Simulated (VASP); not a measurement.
Set up this calculation in VASP 6.6.1, as the native input.

```yaml
Task: single point
Functional: PBE
Dispersion: D3(BJ)
Potentials_or_basis: VASP PAW PBE potentials, release 64 (Ir, Cl)
Cutoff: 520 eV
k_mesh: 2 × 3 × 1
Occupations: fermi-dirac, width 0.1 eV
Spin: no spin polarisation
Dipole_correction: no
Further_INCAR_settings: LREAL = Auto; ALGO = Normal; EDIFF = 1e-06; NBANDS = 90
```

The structure of Ir16Cl lies in POSCAR:

```
Ir16Cl
1.0
    7.6800000000      0.0000000000      0.0000000000
    0.0000000000      5.4305800000      0.0000000000
    0.0000000000      0.0000000000     16.0729350000
Ir Cl
16 1
Direct
    0.2500000000      0.2499917136      0.0622163905
    0.7500000000      0.2499917136      0.0622163905
    0.2500000000      0.7499935550      0.0622163905
    0.7500000000      0.7499935550      0.0622163905
    0.0099609375      0.0347292554      0.1510676177
    0.4933463542     -0.0181380258      0.1116162045
    0.0004166667      0.4834290260      0.1321724999
    0.5270833333      0.5082514207      0.1277551362
    0.2606380208      0.2527906780      0.2293420586
    0.7447656250      0.2379488010      0.2375484005
    0.2657031250      0.7365143318      0.2273449124
    0.7693098958      0.7463475356      0.2298335680
    0.0101171875     -0.0175855986      0.3087861676
    0.4836848958     -0.0163150161      0.2880183364
    0.0061328125      0.5039056602      0.2994972605
    0.5010286458      0.4936121004      0.3079026948
    0.9594140625      0.6988572123      0.4370141483
```

These files were run (other wordings do the same):

INCAR

```
  ALGO = Normal
  EDIFF = 1E-6
  ENCUT = 520
  GGA = PE
  ISIF = 2
  ISMEAR = -1
  IVDW = 12
  LASPH = T
  LCHARG = F
  LREAL = Auto
  LWAVE = F
  NBANDS = 90
  NELM = 80
  PREC = Accurate
  SIGMA = 0.1
```

KPOINTS

```
k-points
0
Gamma
  2 3 1
```

Potentials or basis: VASP PAW PBE potentials, release 64 (Ir, Cl).

Launch:

```console
$ cat potpaw_PBE.64/Ir/POTCAR potpaw_PBE.64/Cl/POTCAR > POTCAR
$ mpirun -np 1 vasp_std > vasp.out
```

Results of the run:

```yaml
Largest_force: 4.217 eV/Å
Band_gap_on_the_k_mesh: zero (an odd number of electrons rules out a gap without spin polarisation)
Dispersion_energy_per_atom: -0.420 eV
```

Caveat: the k points lie up to 0.41 Å⁻¹ apart, too coarse for converged energies and pressures of a metal; there is no dipole correction, which matters where the two faces differ; spin-orbit coupling is left out, which moves the levels of the heavy elements.

Run time: 18 min on 1 thread of Intel(R) Xeon(R) Platinum 8488C (Sapphire Rapids), on a shared host, peak memory 0.66 GiB.
